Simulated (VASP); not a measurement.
# AlCu3 (Pm-3m) in VASP: notebook, part 2 of 2

VASP 6.6.1. Earlier steps stand in the parts before.

### 3 Vibrations by perturbation theory, PBEsol

Input file INCAR:

```
SYSTEM = AlCu3
ALGO = Normal
EDIFF = 1E-8
ENCUT = 520
GGA = PS
IBRION = 8
ISIF = 2
ISMEAR = 0
LASPH = .True.
LCHARG = .False.
LREAL = .False.
LWAVE = .False.
NELM = 80
NSW = 1
PREC = Accurate
SIGMA = 0.15
```

Input file KPOINTS:

```
k-points
0
Gamma
  14 14 14
  0 0 0
```

Input file POSCAR:

```
AlCu3
1.0
    3.6318704092      0.0000000000      0.0000000000
    0.0000000000      3.6318704092      0.0000000000
    0.0000000000      0.0000000000      3.6318704092
Al Cu
1 3
Direct
    0.0000000000      0.0000000000      0.0000000000
    0.5000000000      0.5000000000      0.0000000000
    0.5000000000      0.0000000000      0.5000000000
    0.0000000000      0.5000000000      0.5000000000
```

Potentials or basis: VASP PAW PBE potentials, release 64 (Al, Cu).

On the command line:

```
$ cat potpaw_PBE.64/Al/POTCAR potpaw_PBE.64/Cu/POTCAR > POTCAR
$ mpirun -np 1 vasp_std > vasp.out
```

OUTCAR:

```text
SYSTEM = AlCu3
   EDIFF = 1E-8
   ENCUT = 520
   GGA = PS
   IBRION = 8
   ISIF = 2
   ISMEAR = 0
   LASPH = .True.
   LREAL = .False.
   NELM = 80
   NSW = 1
   PREC = Accurate

 ion  position               nearest neighbor table
   1  0.000  0.000  0.000-   2 2.57   3 2.57   4 2.57   3 2.57   4 2.57   2 2.57   4 2.57   4 2.57
                             2 2.57   3 2.57   3 2.57   2 2.57
   2  0.500  0.500  0.000-   1 2.57   3 2.57   4 2.57   3 2.57   4 2.57   1 2.57   3 2.57   3 2.57
                             1 2.57   4 2.57   4 2.57   1 2.57
   3  0.500  0.000  0.500-   1 2.57   2 2.57   4 2.57   1 2.57   2 2.57   2 2.57   4 2.57   2 2.57
                             1 2.57   4 2.57   1 2.57   4 2.57
   4  0.000  0.500  0.500-   1 2.57   2 2.57   3 2.57   1 2.57   2 2.57   1 2.57   3 2.57   1 2.57
                             2 2.57   3 2.57   2 2.57   3 2.57

  LATTYP: Found a simple cubic cell.
 ALAT       =     3.6318704092

  Lattice vectors:

 A1 = (   3.6318704092,   0.0000000000,   0.0000000000)
 A2 = (   0.0000000000,   3.6318704092,   0.0000000000)
 A3 = (   0.0000000000,   0.0000000000,   3.6318704092)

Analysis of symmetry for initial positions (statically):
=====================================================================
 Subroutine PRICEL returns:
 Original cell was already a primitive cell.

 Routine SETGRP: Setting up the symmetry group for a
 simple cubic supercell.

 Subroutine GETGRP returns: Found 48 space group operations
 (whereof 48 operations were pure point group operations)
 out of a pool of 48 trial point group operations.

The static configuration has the point symmetry O_h .

Analysis of symmetry for dynamics (positions and initial velocities):
=====================================================================
 Subroutine PRICEL returns:
 Original cell was already a primitive cell.

 Routine SETGRP: Setting up the symmetry group for a
 simple cubic supercell.

 Subroutine GETGRP returns: Found 48 space group operations
 (whereof 48 operations were pure point group operations)
 out of a pool of 48 trial point group operations.

The dynamic configuration has the point symmetry O_h .

 Subroutine INISYM returns: Found 48 space group operations
 (whereof 48 operations are pure point group operations),
 and found     1 'primitive' translations

----------------------------------------------------------------------------------------
[... 766 lines left out ...]

 VOLUME and BASIS-vectors are now :
 -----------------------------------------------------------------------------
  energy-cutoff  :      520.00
  volume of cell :       47.91
      direct lattice vectors                 reciprocal lattice vectors
     3.631870409  0.000000000  0.000000000     0.275340221  0.000000000  0.000000000
     0.000000000  3.631870409  0.000000000     0.000000000  0.275340221  0.000000000
     0.000000000  0.000000000  3.631870409     0.000000000  0.000000000  0.275340221

 POSITION                                       TOTAL-FORCE (eV/Angst)
 -----------------------------------------------------------------------------------
      0.00000      0.00000      0.00000         0.000000      0.000000      0.000000
      1.81594      1.81594      0.00000         0.000000      0.000000      0.000000
      1.81594      0.00000      1.81594         0.000000      0.000000      0.000000
      0.00000      1.81594      1.81594         0.000000      0.000000      0.000000
 -----------------------------------------------------------------------------------
    total drift:                                0.000000      0.000000      0.000000

  FREE ENERGIE OF THE ION-ELECTRON SYSTEM (eV)
  ---------------------------------------------------
  free  energy   TOTEN  =       -17.7798032285 eV

  energy  without entropy=      -17.7658843978  energy(sigma->0) =      -17.77284381

[... ionic steps 2 to 3 ...]

--------------------------------------- Ionic step        4  -------------------------------------------

------------------------ aborting loop because EDIFF is reached ----------------------------------------
[... 7 lines left out ...]
[... ionic steps 8 to 8 ...]

--------------------------------------- Ionic step        9  -------------------------------------------

 Free energy of the ion-electron system (eV)
  ---------------------------------------------------
  ---------------------------------------------------
  free energy    TOTEN  =        -0.24223703 eV

  energy without entropy =       -0.24223703

------------------------ aborting loop because EDIFF is reached ----------------------------------------

 INTERNAL STRAIN TENSOR  FOR ION    2  DIRECTION 3   (eV/Angst):
 -----------------------------------------------------------------------------
     0.00617  0.00000  0.00000
     0.00000  0.00617 -0.00000
    -0.00000  0.00000 -0.00285

 INTERNAL STRAIN TENSOR FOR ION    4 for displacements in x,y,z  (eV/Angst):
          X           Y           Z          XY          YZ          ZX
  --------------------------------------------------------------------------------
  x     0.00000     0.00000     0.00000     0.00000     0.00000     0.00000
  y     0.00000     0.00000     0.00000     0.00000     0.00000     0.00000
  z     0.00000     0.00000     0.00000     0.00000     0.00000     0.00000

 SECOND DERIVATIVES (NOT SYMMETRIZED)
 ------------------------------------
               1X          1Y          1Z          2X          2Y          2Z          3X          3Y          3Z          4X          4Y          4Z
  1X    -7.345219   -0.000000   -0.000000    3.529187   -0.000000   -0.000000    3.529187   -0.000000    0.000000    0.286845   -0.000000   -0.000000
  1Y    -0.000000   -7.345219    0.000000   -0.000000    3.529187   -0.000000   -0.000000    0.286845    0.000000   -0.000000    3.529187    0.000000
  1Z    -0.000000   -0.000000   -7.345219   -0.000000   -0.000000    0.286845   -0.000000    0.000000    3.529187    0.000000   -0.000000    3.529187
  2X     3.532901    0.000000    0.000000   -6.559316    0.000000    0.000000   -0.188473    0.000000    0.000000    3.214888    0.000000    0.000000
  2Y     0.000000    3.532901    0.000000    0.000000   -6.559316    0.000000    0.000000    3.214888    0.000000    0.000000   -0.188473    0.000000
  2Z     0.000000    0.000000    0.290422    0.000000    0.000000   -6.721121   -0.000000    0.000000    3.215349    0.000000   -0.000000    3.215349
  3X     3.532901    0.000000    0.000000   -0.188473    0.000000    0.000000   -6.559316    0.000000    0.000000    3.214888    0.000000    0.000000
  3Y     0.000000    0.290422    0.000000    0.000000    3.215349    0.000000    0.000000   -6.721121    0.000000   -0.000000    3.215349   -0.000000
  3Z     0.000000    0.000000    3.532901    0.000000    0.000000    3.214888    0.000000    0.000000   -6.559316    0.000000    0.000000   -0.188473
  4X     0.290422    0.000000    0.000000    3.215349    0.000000   -0.000000    3.215349   -0.000000   -0.000000   -6.721121    0.000000    0.000000
  4Y     0.000000    3.532901    0.000000    0.000000   -0.188473    0.000000    0.000000    3.214888    0.000000    0.000000   -6.559316    0.000000
  4Z     0.000000    0.000000    3.532901    0.000000    0.000000    3.214888    0.000000    0.000000   -0.188473    0.000000    0.000000   -6.559316

 Eigenvectors and eigenvalues of the dynamical matrix
 ----------------------------------------------------

   1 f  =    9.102246 THz    57.191097 2PiTHz  303.618237 cm-1    37.643847 meV
             X         Y         Z           dx          dy          dz
      0.000000  0.000000  0.000000     0.006987   -0.865158   -0.000000
      1.815935  1.815935  0.000000    -0.002776    0.343689   -0.000000
      1.815935  0.000000  1.815935    -0.002776   -0.123258    0.000000
      0.000000  1.815935  1.815935     0.000995    0.343689    0.000000
[... 71 lines left out ...]
  12 f/i=    0.002307 THz     0.014495 2PiTHz    0.076953 cm-1     0.009541 meV
             X         Y         Z           dx          dy          dz
      0.000000  0.000000  0.000000     0.351770   -0.020545    0.000971
      1.815935  1.815935  0.000000     0.539453   -0.031507    0.001489
      1.815935  0.000000  1.815935     0.539453   -0.031498    0.001490
      0.000000  1.815935  1.815935     0.539289   -0.031507    0.001490

--------------------------------------------------------------------------------------------------------

 ELASTIC MODULI CONTR FROM IONIC RELAXATION (kBar)
 Direction    XX          YY          ZZ          XY          YZ          ZX
 --------------------------------------------------------------------------------
 XX           0.0000      0.0000      0.0000      0.0000      0.0000      0.0000
 YY           0.0000      0.0000      0.0000      0.0000      0.0000      0.0000
 ZZ           0.0000      0.0000      0.0000      0.0000      0.0000      0.0000
 XY           0.0000      0.0000      0.0000      0.0000      0.0000      0.0000
 YZ           0.0000      0.0000      0.0000      0.0000      0.0000      0.0000
 ZX           0.0000      0.0000      0.0000      0.0000      0.0000      0.0000
 --------------------------------------------------------------------------------
```

stdout:

```text
POSCAR found type information on POSCAR AlCu
 POSCAR found :  2 types and       4 ions
 scaLAPACK will be used
 -----------------------------------------------------------------------------
|                                                                             |
|                                                                             |
|     You enforced a specific xc type in the INCAR file but a different       |
|     I HOPE YOU KNOW WHAT YOU ARE DOING!                                     |
|                                                                             |
 -----------------------------------------------------------------------------

 LDA part: xc-table for (Slater+PW92), standard interpolation
 POSCAR, INCAR and KPOINTS ok, starting setup
 FFT: planning ... GRIDC
 FFT: planning ... GRID_SOFT
 FFT: planning ... GRID
 WAVECAR not read
 entering main loop
 Linear response reoptimize wavefunctions to high precision
 Linear response DOF=           3
 Linear response progress:
 first order change of Fermi-energy  -0.44732E-04
 force on displaced ion       1 direction 1 :  -7.345  -0.000  -0.000
 Linear response progress:
 first order change of Fermi-energy   0.65819E-04
 force on displaced ion       2 direction 1 :  -6.559   0.000   0.000
 Linear response progress:
 first order change of Fermi-energy   0.21037E-03
 force on displaced ion       2 direction 3 :   0.000   0.000  -6.721
 Linear response finished
```

Run time: 22 min. Hardware: 1 thread of Oxide Virtual Turin-like, shared host; peak memory 1 GiB.

Results:

```yaml
Highest_phonon_frequency_at_Γ: 304 cm⁻¹
```

Phonon frequencies in cm⁻¹ (negative: imaginary):
```
              q point                                frequencies
(0.000, 0.000, 0.000)  0 0 0 165 165 165 199 199 199 304 304 304
```
